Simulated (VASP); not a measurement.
Runs of VASP 6.6.1 on YbN (zincblende type). The structure is that of space group F-43m (No. 216), or close to it. The cells are those of the table. 

| task | cell | cutoff (eV) | gap on the mesh (eV) | pressure (GPa) |
| --- | --- | --- | --- | --- |
| single point | a = 3.588 Å, angles 60.0°, 2 atoms | 520 | none | 7.7 |
| relaxation of cell and atoms | relaxed from a = 3.660 Å, angles 60.0°, 2 atoms | 600 | none | 0.0 |
| electric field gradients | a = 3.588 Å, angles 60.0°, 2 atoms | 520 | none | 7.7 |
| electric field gradients | a = 3.663 Å, angles 60.0°, 2 atoms | 520 | none | (a) |
| single point | a = 3.734 Å, angles 60.0°, 2 atoms | 520 | none | -4.5 |
| single point | a = 3.663 Å, angles 60.0°, 2 atoms | 520 | none | 0.4 |
| electric field gradients | a = 3.734 Å, angles 60.0°, 2 atoms | 520 | none | (c) |
| electric field gradients | a = 3.638 Å, angles 60.0°, 2 atoms | 520 | none | 2.7 |
| electric field gradients | a = 3.687 Å, angles 60.0°, 2 atoms | 520 | none | -1.4 |
| single point | a = 3.638 Å, angles 60.0°, 2 atoms | 520 | none | (b) |
| single point | a = 3.687 Å, angles 60.0°, 2 atoms | 520 | none | -1.3 |

Alike in all rows: level PBE; potentials or basis VASP PAW PBE potentials, release 64 (Yb, N); no spin polarisation; k mesh 11 × 11 × 11; smearing fermi-dirac 0.08 eV.

**Question.** Estimate the missing entries.

**Answer.** (a) 0.5; (b) 2.5; (c) -4.7.

Caveats: spin-orbit coupling is left out, which moves the levels of the heavy elements; an odd number of electrons without spin polarisation forces a metal; a magnetic or distorted state may lie lower; the cell stands under pressure (at least some runs); the cell stands under tension (at least some runs).

A k mesh can miss the band edges, and the runs leave out spin-orbit coupling on Yb.

A gap of «none» marks levels without a gap at the run's occupations.
